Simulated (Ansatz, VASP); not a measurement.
# Rh in VASP and in Ansatz

File POSCAR:

```
Rh
1.0
    2.7064855864      0.0000000000      0.0000000000
   -1.3532427932      2.3438871981      0.0000000000
    0.0000000000      0.0000000000      4.3887704613
Rh
2
Direct
    0.6666666667      0.3333333333      0.7500000000
    0.3333333333      0.6666666667      0.2500000000
```

File INCAR.step1:

```
SYSTEM = Rh
ALGO = Normal
EDIFF = 1E-4
ENCUT = 520
GGA = PE
ISMEAR = -1
LASPH = .True.
LCHARG = .False.
LREAL = .False.
LWAVE = .True.
NBANDS = 22
NELM = 100
PREC = Accurate
SIGMA = 0.2
```

The input INCAR.step2:

```
SYSTEM = Rh
ALGO = Normal
EDIFF = 1E-6
ENCUT = 520
ISIF = 2
ISMEAR = -1
ISTART = 1
LASPH = .True.
LCHARG = .True.
LELF = .True.
LMIXTAU = .True.
LREAL = .False.
LVHAR = .True.
LWAVE = .False.
METAGGA = R2SCAN
NBANDS = 22
NELM = 100
PREC = Accurate
SIGMA = 0.2
```

Contents of KPOINTS:

```
k-points
0
Gamma
  10 10 5
  0 0 0
```

Input for Ansatz:

```yaml
crystal:
  lattice:
    - [2.706485586362681, 0.0, 0.0]
    - [-1.3532427931813404, 2.3438871981143676, 0.0]
    - [0.0, 0.0, 4.388770461281762]
  atoms:
    - { symbol: Rh, position: [0.6666666666666666, 0.3333333333333333, 0.75] }
    - { symbol: Rh, position: [0.3333333333333333, 0.6666666666666666, 0.25] }
accuracy: low
basis:
  ecutwfc: 500.0
kpoints:
  mp_grid:
    grid: [10, 10, 5]
hamiltonian:
  xc: r2scan
scf:
  convergence:
    dr2_threshold: 1.0e-07
  mixing:
    algorithm: msr1
  occupations:
    method: fermi_dirac
    width: 0.2
output:
  stress: true
```

Alike in both runs: task single point; functional r2SCAN; k mesh 10 × 10 × 5; occupations fermi-dirac, width 0.2 eV; no spin polarisation.

```csv
,VASP,Ansatz
version,VASP 6.6.1,Ansatz 0.2.0
potentials or method,"VASP PAW PBE potentials, release 64 (Rh_pv), cutoff 520 eV","plane waves, PAW"
valence electrons in the cell,30,34
```

VASP gave:

```
pressure (GPa)                                                : 0.0
traceless stress, the component that is largest in VASP (GPa) : -0.64
```

What did Ansatz give for the same quantities?

Pressure (GPa): -1.2; traceless stress, the component that is largest in VASP (GPa): -0.65.

VASP's potentials were made for PBE, not for r2SCAN. The functional is the same, so the differences come from potentials, cutoffs and numerics. VASP's potentials hold 30 valence electrons a cell and Ansatz's 34, so a difference there can come from the potentials and not from the codes. Ansatz's warnings: stress scf threshold loose, structure snapped to symmetry.
